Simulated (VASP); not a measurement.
# Rb (P6_3/mmc) in VASP: a series of runs

The runs below take Rb through single point, with PBE.

Everything below comes from runs of VASP 6.6.1. Logs are shortened: lines on timing, memory, paths and dates and some standing lists are left out, and cuts for length are marked.

### 1 The cell of the first run

Symmetry: P6_3/mmc, No. 194, hexagonal system. Conventional cell: a = 5.046 Å, b = 5.046 Å, c = 8.328 Å, α = 90.00°, β = 90.00°, γ = 120.00°.

This isn't the form of Rb at room conditions, which is bcc.

### 2 Single point, PBE

The input, INCAR:

```
PREC = Accurate
ENCUT = 520
EDIFF = 1E-6
ISMEAR = -1
SIGMA = 0.08
LREAL = F
LASPH = T
NELM = 80
ALGO = Normal
ISIF = 2
LWAVE = F
LCHARG = F
GGA = PE
NBANDS = 16
```

The input, KPOINTS:

```
regular mesh
0
Gamma
  9 9 5
```

The input, POSCAR:

```
Rb
1.0
    5.0455964879      0.0000000000      0.0000000000
   -2.5227982439      4.3696147357      0.0000000000
    0.0000000000      0.0000000000      8.3283564819
Rb
2
Direct
    0.3333333333      0.6666666667      0.2500000000
    0.6666666667      0.3333333333      0.7500000000
```

Potentials or basis: VASP PAW PBE potentials, release 64 (Rb_sv).

Launch:

```sh
cat potpaw_PBE.64/Rb_sv/POTCAR > POTCAR
mpirun -np 1 vasp_std > vasp.out
```

OUTCAR:

```text
PREC = Accurate
   ENCUT = 520
   EDIFF = 1E-6
   ISMEAR = -1
   LREAL = F
   LASPH = T
   NELM = 80
   ISIF = 2
   GGA = PE

 ion  position               nearest neighbor table
   1  0.333  0.667  0.250-   2 5.08   2 5.08   2 5.08   2 5.08   2 5.08   2 5.08
   2  0.667  0.333  0.750-   1 5.08   1 5.08   1 5.08   1 5.08   1 5.08   1 5.08

  LATTYP: Found a hexagonal cell.
 ALAT       =     5.0455964879
 C/A-ratio  =     1.6506188122

  Lattice vectors:

 A1 = (   5.0455964879,   0.0000000000,   0.0000000000)
 A2 = (  -2.5227982439,   4.3696147357,   0.0000000000)
 A3 = (   0.0000000000,   0.0000000000,   8.3283564819)

Analysis of symmetry for initial positions (statically):
=====================================================================
 Subroutine PRICEL returns:
 Original cell was already a primitive cell.

 Routine SETGRP: Setting up the symmetry group for a
 hexagonal supercell.

 Subroutine GETGRP returns: Found 24 space group operations
 (whereof 12 operations were pure point group operations)
 out of a pool of 24 trial point group operations.

The static configuration has the point symmetry D_3d.
 The point group associated with its full space group is D_6h.

Analysis of symmetry for dynamics (positions and initial velocities):
=====================================================================
 Subroutine PRICEL returns:
 Original cell was already a primitive cell.

 Routine SETGRP: Setting up the symmetry group for a
 hexagonal supercell.

 Subroutine GETGRP returns: Found 24 space group operations
 (whereof 12 operations were pure point group operations)
 out of a pool of 24 trial point group operations.

The dynamic configuration has the point symmetry D_3d.
 The point group associated with its full space group is D_6h.

 Subroutine INISYM returns: Found 24 space group operations
 (whereof 12 operations are pure point group operations),
 and found     1 'primitive' translations

----------------------------------------------------------------------------------------

                                     Primitive cell

  volume of cell :     183.6179

  direct lattice vectors                    reciprocal lattice vectors
     5.045596488  0.000000000  0.000000000     0.198192622  0.114426564  0.000000000
    -2.522798244  4.369614736  0.000000000     0.000000000  0.228853128  0.000000000
     0.000000000  0.000000000  8.328356482     0.000000000  0.000000000  0.120071709

  length of vectors
     5.045596488  5.045596488  8.328356482     0.228853128  0.228853128  0.120071709

  position of ions in fractional coordinates (direct lattice)
     0.333333333  0.666666667  0.250000000
     0.666666667  0.333333333  0.750000000

  ion indices of the primitive-cell ions
   primitive index   ion index
                 1           1
                 2           2

----------------------------------------------------------------------------------------

 KPOINTS: regular mesh

Automatic generation of k-mesh.
 Grid dimensions read from file:
 generate k-points for:    9    9    5

 Generating k-lattice:

  Cartesian coordinates                     Fractional coordinates (reciprocal lattice)
     0.022021402  0.012714063  0.000000000     0.111111111  0.000000000  0.000000000
     0.000000000  0.025428125  0.000000000     0.000000000  0.111111111  0.000000000
     0.000000000  0.000000000  0.024014342     0.000000000  0.000000000  0.200000000

  Length of vectors
     0.025428125  0.025428125  0.024014342

  Shift w.r.t. Gamma in fractional coordinates (k-lattice)
     0.000000000  0.000000000  0.000000000

 Subroutine IBZKPT returns following result:
 ===========================================

 Found     36 irreducible k-points:

 Following reciprocal coordinates:
            Coordinates               Weight
  0.000000  0.000000  0.000000      1.000000
  0.111111  0.000000  0.000000      6.000000
  0.222222  0.000000  0.000000      6.000000
  0.333333  0.000000  0.000000      6.000000
  0.444444  0.000000  0.000000      6.000000
  0.111111  0.111111  0.000000      6.000000
[... 16 lines left out ...]
  0.333333  0.222222  0.200000     24.000000
  0.333333  0.333333  0.200000      4.000000
 [... further k-points ...]
   k-points           NKPTS =     36   k-points in BZ     NKDIM =     36   number of bands    NBANDS=     16
   number of dos      NEDOS =    301   number of ions     NIONS =      2
   total plane-waves  NPLWV = 102400
   dimension x,y,z NGX =    40 NGY =   40 NGZ =   64
   dimension x,y,z NGXF=    80 NGYF=   80 NGZF=  128
   ions per type =               2
   NGX,Y,Z   is equivalent  to a cutoff of  13.18, 13.18, 12.78 a.u.
   NGXF,Y,Z  is equivalent  to a cutoff of  26.36, 26.36, 25.55 a.u.
 SYSTEM =  unknown system
   PREC   = accura    normal or accurate (medium, high low for compatibility)
   ISTART =      0    job   : 0-new  1-cont  2-samecut
   ICHARG =      2    charge: 1-file 2-atom 10-const
   ISPIN  =      1    spin polarized calculation?
   LNONCOLLINEAR =      F non collinear calculations
   LSORBIT =      F    spin-orbit coupling
   LASPH  =      T    aspherical Exc in radial PAW
   ENCUT  =  520.0 eV  38.22 Ry    6.18 a.u.   9.38  9.38 15.49*2*pi/ulx,y,z
   NELM   =     80;   NELMIN=  2; NELMDL= -5     # of ELM steps
   EDIFF  = 0.1E-05   stopping-criterion for ELM
   LREAL  =      F    real-space projection
   EDIFFG = 0.1E-04   stopping-criterion for IOM
   NSW    =      0    number of steps for IOM
   IBRION =     -1    ionic relax: 0-MD 1-quasi-New 2-CG
   NFREE  =      0    steps in history (QN), initial steepest desc. (CG)
   ISIF   =      2    stress and relaxation
   ISYM   =      2    0-nonsym 1-usesym 2-fastsym
   POTIM  = 0.5000    time-step for ionic-motion
   TEBEG  =    0.0;   TEEND  =   0.0 temperature during run
   PSTRESS=    0.0 pullay stress
   NELECT =      18.0000    total number of electrons
   NUPDOWN=      -1.0000    fix difference up-down
   EMIN   =  10.00;   EMAX   =-10.00  energy-range for DOS
   EFERMI =   0.00;   METHOD = LEGACY
   ISMEAR =    -1;   SIGMA  =   0.08  broadening in eV -4-tet -1-fermi 0-gaus
   EFERMI_NEDOS =   21; number of points for ismear=-14 and -15
   IALGO  =     38    algorithm
   IMIX   =      4    mixing-type and parameters
     AMIX     =   0.40;   BMIX     =  1.00
     AMIX_MAG =   1.60;   BMIX_MAG =  1.00
  volume/ion in A,a.u.               =      91.81       619.56
  Fermi-wavevector in a.u.,A,eV,Ry     =   0.754850  1.426460  7.752580  0.569799
  Thomas-Fermi vector in A             =   1.852611
   LORBIT       =      0    0 simple, 1 ext, 2 COOP (PROOUT), +10 PAW based schemes
   GGA     = PE    functional components
   LHFCALC =     F    Hartree Fock is set to
   AEXX    =    0.0000 exact exchange contribution
   IVDW    =     0    specifies the selected vdW correction
   LEPSILON=     F    determine dielectric tensor
   LRPA    =     F    only Hartree local field effects (RPA)
 non-spin polarized calculation
  energy-cutoff  :      520.00
  volume of cell :      183.62
 maximum number of plane-waves:      4975
 NGX is ok and might be reduce to    40

 number of electron      18.0000000 magnetization

 Free energy of the ion-electron system (eV)
  ---------------------------------------------------
  ext. energy  EPLUGINS =         0.00000000
  ---------------------------------------------------
  free energy    TOTEN  =        -1.89529132 eV

  energy without entropy =       -1.86044123  energy(sigma->0) =       -1.87786628

 E-fermi :  -0.0016     XC(G=0):  -5.4438

 val. band max:       -0.0016814977   @ k =   0.2222   0.0000   0.2000
 cond. band min:       0.0698946642   @ k =   0.3333   0.2222   0.0000
 fundamental gap:      0.0715761618
 Fermi energy:        -0.0016306413

 k-point     1 :       0.0000    0.0000    0.0000
  band No.  band energies     occupation
      1     -28.9086      2.00000
      2     -28.9052      2.00000
      3     -13.0421      2.00000
      4     -12.9646      2.00000
      5     -12.9646      2.00000
      6     -12.9533      2.00000
[... 8 lines left out ...]
     15       3.8642      0.00000
     16       3.8642      0.00000

 k-point     2 :       0.1111    0.0000    0.0000
  band No.  band energies     occupation
      1     -28.9082      2.00000
      2     -28.9050      2.00000
      3     -13.0385      2.00000
      4     -12.9730      2.00000
      5     -12.9672      2.00000
      6     -12.9614      2.00000
[... 8 lines left out ...]
     15       3.7367      0.00000
     16       3.9859      0.00000

 k-point     3 :       0.2222    0.0000    0.0000
  band No.  band energies     occupation
      1     -28.9072      2.00000
      2     -28.9045      2.00000
      3     -13.0288      2.00000
      4     -12.9944      2.00000
      5     -12.9829      2.00000
      6     -12.9736      2.00000
[... 8 lines left out ...]
     15       3.7967      0.00000
     16       3.8281      0.00000

 k-point     4 :       0.3333    0.0000    0.0000
  band No.  band energies     occupation
      1     -28.9060      2.00000
      2     -28.9040      2.00000
      3     -13.0190      2.00000
      4     -13.0157      2.00000
      5     -13.0067      2.00000
      6     -12.9807      2.00000
[... 8 lines left out ...]
     15       3.5583      0.00000
     16       4.1377      0.00000
[... 324 lines left out ...]
 k-point    22 :       0.2222    0.2222    0.2000
  band No.  band energies     occupation
      1     -28.9053      2.00000
      2     -28.9040      2.00000
      3     -13.0230      2.00000
      4     -13.0189      2.00000
      5     -12.9963      2.00000
      6     -12.9903      2.00000
[... 8 lines left out ...]
     15       2.6032      0.00000
     16       4.0406      0.00000

 k-point    23 :       0.3333    0.2222    0.2000
  band No.  band energies     occupation
      1     -28.9045      2.00000
      2     -28.9039      2.00000
      3     -13.0285      2.00000
      4     -13.0208      2.00000
      5     -13.0030      2.00000
      6     -12.9901      2.00000
[... 8 lines left out ...]
     15       2.7338      0.00000
     16       3.7118      0.00000

 k-point    24 :       0.3333    0.3333    0.2000
  band No.  band energies     occupation
      1     -28.9041      2.00000
      2     -28.9041      2.00000
      3     -13.0191      2.00000
      4     -13.0164      2.00000
      5     -13.0164      2.00000
      6     -12.9983      2.00000
[... 8 lines left out ...]
     15       2.9095      0.00000
     16       3.8404      0.00000

 [... further k-points ...]

------------------------ aborting loop because EDIFF is reached ----------------------------------------

  FORCE on cell =-STRESS in cart. coord.  units (eV):
  Direction    XX          YY          ZZ          XY          YZ          ZX
  --------------------------------------------------------------------------------------
  -------------------------------------------------------------------------------------
  Total       -0.0125232     -0.0125232     -0.0150013     -0.0000000     -0.0000000      0.0000000
  in kB       -0.1092726     -0.1092726     -0.1308955     -0.0000000     -0.0000000      0.0000000
  external PRESSURE =      -0.1164803 kB  Pullay stress =       0.0000000 kB

 VOLUME and BASIS-vectors are now :
 -----------------------------------------------------------------------------
  energy-cutoff  :      520.00
  volume of cell :      183.62
      direct lattice vectors                 reciprocal lattice vectors
     5.045596488  0.000000000  0.000000000     0.198192622  0.114426564  0.000000000
    -2.522798244  4.369614736  0.000000000     0.000000000  0.228853128  0.000000000
     0.000000000  0.000000000  8.328356482     0.000000000  0.000000000  0.120071709

 POSITION                                       TOTAL-FORCE (eV/Angst)
 -----------------------------------------------------------------------------------
     -0.00000      2.91308      2.08209         0.000000      0.000000      0.000000
      2.52280      1.45654      6.24627        -0.000000     -0.000000      0.000000
 -----------------------------------------------------------------------------------
    total drift:                               -0.000000      0.000000     -0.000000

  FREE ENERGIE OF THE ION-ELECTRON SYSTEM (eV)
  ---------------------------------------------------
  free  energy   TOTEN  =        -1.8952913245 eV

  energy  without entropy=       -1.8604412274  energy(sigma->0) =       -1.87786628
```

Wall time 35 s (1 thread of Intel Xeon 6975P-C (Granite Rapids), shared host); peak memory 0.33 GiB.

Results:

* Free energy: -1.8953 eV
* Pressure: 0.0 GPa
* Band gap on the k mesh: zero (bands 9 and 10 overlap by 2.00 eV)

### 3 Single point, PBE

This run uses another cell than the first one: it holds 4 atoms, not 2.

The input, INCAR:

```
ALGO = Normal ; EDIFF = 1E-6
ENCUT = 520 ; GGA = PE
ISIF = 2 ; ISMEAR = -1
LASPH = True ; LCHARG = False
LREAL = False ; LWAVE = False
NBANDS = 26 ; NELM = 80
PREC = Accurate ; SIGMA = 0.08
```

The input, KPOINTS:

```
k-points
0
Gamma
  6 6 4
```

The input, POSCAR:

```
Rb
1.0
    5.1102376064      0.0000000000      0.0000000000
   -2.5551188032      4.4255955865      0.0000000000
    0.0000000000      0.0000000000     16.2959983630
Rb
4
Direct
    0.0000000000      0.0000000000      0.0000000000
    0.0000000000      0.0000000000      0.5000000000
    0.3333333333      0.6666666667      0.2500000000
    0.6666666667      0.3333333333      0.7500000000
```

Potentials or basis: VASP PAW PBE potentials, release 64 (Rb_sv).

Launch:

```sh
cat potpaw_PBE.64/Rb_sv/POTCAR > POTCAR
mpirun -np 1 vasp_std > vasp.out
```

Wall time 99 s (1 thread of Intel Xeon 6975P-C (Granite Rapids), shared host); peak memory 0.53 GiB.

It converged, with:

| Property | Result |
| --- | --- |
| Free energy | -3.7716 eV |
| Pressure | 0.0 GPa |
| Band gap on the k mesh | zero (bands 18 and 19 overlap by 2.08 eV) |

Levels at points of the mesh, in eV from the Fermi level:
| k point | band 14 | band 15 | band 16 | band 17 | band 18 | band 19 | band 20 | band 21 | band 22 | band 23 |
| --- | --- | --- | --- | --- | --- | --- | --- | --- | --- | --- |
| (0.00, 0.00, 0.00) | -12.93 | -12.93 | -12.93 | -1.94 | -1.26 | -1.26 | 0.21 | 0.73 | 2.39 | 2.41 |
| (0.50, 0.00, 0.00) | -12.95 | -12.95 | -12.94 | 0.06 | 0.21 | 0.42 | 0.49 | 0.84 | 0.88 | 1.52 |
| (0.00, 0.00, 0.50) | -12.94 | -12.94 | -12.94 | -1.76 | -1.76 | -0.49 | -0.49 | 1.48 | 1.48 | 3.25 |
| (0.50, 0.00, 0.50) | -12.95 | -12.95 | -12.95 | 0.15 | 0.15 | 0.37 | 0.37 | 1.04 | 1.04 | 1.40 |

The gap in the log of VASP goes by the Fermi energy; the results here count the filled bands.